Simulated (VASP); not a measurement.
Input of a VASP 6.6.1 run:

INCAR

```
PREC = Accurate
ENCUT = 520
EDIFF = 1E-6
ISMEAR = 0
SIGMA = 0.15
LREAL = F
LASPH = T
NELM = 80
ALGO = Normal
ISIF = 2
LWAVE = F
LCHARG = F
NBANDS = 8
```

File KPOINTS:

```
regular mesh
0
Gamma
  28 28 28
```

POSCAR

```
Si
1.0
   -1.6111279968      1.6111279968      1.3243844741
    1.6111279968     -1.6111279968      1.3243844741
    1.6111279968      1.6111279968     -1.3243844741
Si
1
Direct
    0.0000000000      0.0000000000      0.0000000000
```

Potentials or basis: VASP PAW LDA potentials, release 64 (Si).

Launch:

```console
$ cat potpaw_LDA.64/Si/POTCAR > POTCAR
$ mpirun -np 1 vasp_std > vasp.out
```

Problem. What does it give for the band gap on the k mesh?

Solution. Zero (band 2 reaches 20.67 eV, above the bottom of band 3 at 7.01 eV).

Problem. Estimate the pressure.

Solution. 1.5 GPa.

Stress tensor (GPa, compression positive):
```
2.00 0.00 0.00
0.00 2.00 0.00
0.00 0.00 0.35
```

Caveat: the cell differs from its parent crystal (strain -0.015 along x and y, +0.015 along z).
